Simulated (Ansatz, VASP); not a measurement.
# Si2W: VASP beside Ansatz

Contents of INCAR:

```
ALGO = Normal
EDIFF = 1E-6
ENCUT = 520
GGA = PE
ISIF = 2
ISMEAR = 1
LASPH = True
LCHARG = False
LREAL = False
LWAVE = False
NBANDS = 56
NELM = 100
PREC = Accurate
SIGMA = 0.1
```

File KPOINTS:

```
k-points
0
Gamma
  7 7 5
```

Contents of POSCAR:

```
Si2W
1.0
    3.2292007286      3.2292007286      0.0000000000
   -3.2292007286      3.2292007286      0.0000000000
    0.0000000000      0.0000000000      7.8679106441
Si W
8 4
Direct
    0.0000000000      0.0000000000      0.3345207121
    0.0000000000      0.5000000000      0.8345207121
    0.5000000000      0.0000000000      0.8345207121
    0.5000000000      0.5000000000      0.3345207121
    0.0000000000      0.0000000000      0.6654792879
    0.0000000000      0.5000000000      0.1654792879
    0.5000000000      0.0000000000      0.1654792879
    0.5000000000      0.5000000000      0.6654792879
    0.0000000000      0.0000000000      0.0000000000
    0.0000000000      0.5000000000      0.5000000000
    0.5000000000      0.0000000000      0.5000000000
    0.5000000000      0.5000000000      0.0000000000
```

Input for Ansatz:

```yaml
crystal:
  lattice:
    - [3.2292007286, 3.2292007286, 0.0]
    - [-3.2292007286, 3.2292007286, 0.0]
    - [0.0, 0.0, 7.8679106441]
  atoms:
    - { symbol: Si, position: [0.0, 0.0, 0.3345207121] }
    - { symbol: Si, position: [0.0, 0.5, 0.8345207121] }
    - { symbol: Si, position: [0.5, 0.0, 0.8345207121] }
    - { symbol: Si, position: [0.5, 0.5, 0.3345207121] }
    - { symbol: Si, position: [0.0, 0.0, 0.6654792879] }
    - { symbol: Si, position: [0.0, 0.5, 0.1654792879] }
    - { symbol: Si, position: [0.5, 0.0, 0.1654792879] }
    - { symbol: Si, position: [0.5, 0.5, 0.6654792879] }
    - { symbol: W, position: [0.0, 0.0, 0.0] }
    - { symbol: W, position: [0.0, 0.5, 0.5] }
    - { symbol: W, position: [0.5, 0.0, 0.5] }
    - { symbol: W, position: [0.5, 0.5, 0.0] }
basis:
  ecutwfc: 420
  xc_grid: 2
hamiltonian:
  xc: pbe
  pseudopotentials: { kind: paw, azcp: { folder: soft_1 } }
kpoints:
  mp_grid: { grid: [7, 7, 5] }
scf:
  occupations: { method: methfessel_paxton, width: 0.1 }
  max_iter: 120
output:
  forces: true
  stress: true
```

Alike in both runs: task single point; functional PBE; k mesh 7 × 7 × 5; occupations methfessel-paxton of order 1, width 0.1 eV; no spin polarisation.

|  | VASP | Ansatz |
| --- | --- | --- |
| version | VASP 6.6.1 | Ansatz 0.2.0 |
| potentials or method | VASP PAW PBE potentials, release 64 (Si, W_sv), cutoff 520 eV | plane-wave PAW DFT |
| valence electrons in the cell | 88 | 88 |

VASP gave:

- pressure (GPa): 0.1
- traceless stress, the component that is largest in VASP (GPa): -0.36
- rms of the force components (eV/Å): 0.023

**Question.** Estimate Ansatz's values.

**Answer.** Pressure (GPa): 0.0; traceless stress, the component that is largest in VASP (GPa): -0.30; rms of the force components (eV/Å): 0.024.

Atom by atom the forces differ by 0.001 eV/Å (rms over components). The functional is the same, so the differences come from potentials, cutoffs and numerics.

Spin-orbit coupling is off throughout.
